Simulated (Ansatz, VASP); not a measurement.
# Two plane-wave programs on Ru

```xyz
2
Lattice="1.7535 1.0124 2.8634 -1.7535 1.0124 2.8634 0.0000 -2.0248 2.8634" Properties=species:S:1:pos:R:3 pbc="T T T"
Ru    0.0000    0.0000    2.1476
Ru    0.0000    0.0000    6.4426
```

Alike in both runs: functional PBEsol; k mesh 15 × 15 × 15; occupations gaussian, width 0.1 eV; no spin polarisation.

Ansatz relaxed the structure, and its values are those at the end. VASP's run is a single point on that final structure, the one shown.

```csv
,VASP,Ansatz
version,VASP 6.6.1,Ansatz 0.2.0
potentials or method,"VASP PAW PBE potentials, release 64 (Ru_pv), cutoff 520 eV","scalar-relativistic, plane waves, PAW"
valence electrons in the cell,28,32
```

|  | VASP | Ansatz | Ansatz less VASP |
| --- | --- | --- | --- |
| gap on the k mesh at the Fermi level (eV) | none | none | - |
| pressure (GPa) | 0.0 | 0.0 | -0.04 |

VASP's potentials were made for PBE, not for PBEsol. A gap of «none» marks a metal or a gap that the smearing closes. VASP's potentials hold 28 valence electrons a cell and Ansatz's 32, so a difference there can come from the potentials and not from the codes.
